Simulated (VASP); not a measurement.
Runs of VASP 6.6.1 on Al3Cu. The structure is that of space group Pm-3m (No. 221), or close to it. The cells are those of the table. 

```tsv
cell	further INCAR settings	gap on the mesh (eV)	pressure (GPa)
a = 3.795, b = 3.892, c = 3.892 Å, 4 atoms	ALGO = Fast; EDIFF = 1e-06; NBANDS = 18	none	2.7
a = 4.087, b = 3.892, c = 3.892 Å, 4 atoms	ALGO = Fast; EDIFF = 1e-06; NBANDS = 18	none	-3.8
a = 3.698, b = 3.892, c = 3.892 Å, 4 atoms	ALGO = Fast; EDIFF = 1e-07; NBANDS = 18	none	(a)
a = 3.990, b = 3.892, c = 3.892 Å, 4 atoms	ALGO = Fast; EDIFF = 1e-07; NBANDS = 18	none	-2.1
```

Alike in all rows: task single point; level PBEsol; potentials or basis VASP PAW PBE potentials, release 64 (Al, Cu); no spin polarisation; k mesh 12 × 12 × 12; cutoff (eV) 520; smearing gaussian 0.15 eV.

Q: Fill in the values left out.

A: (a) 5.5.

Caveats: the PAW data sets were made with another functional, which shifts forces and pressure a little; the cell stands under tension (at least some runs); the cell stands under pressure (at least some runs).

A gap of «none» marks levels without a gap at the run's occupations.
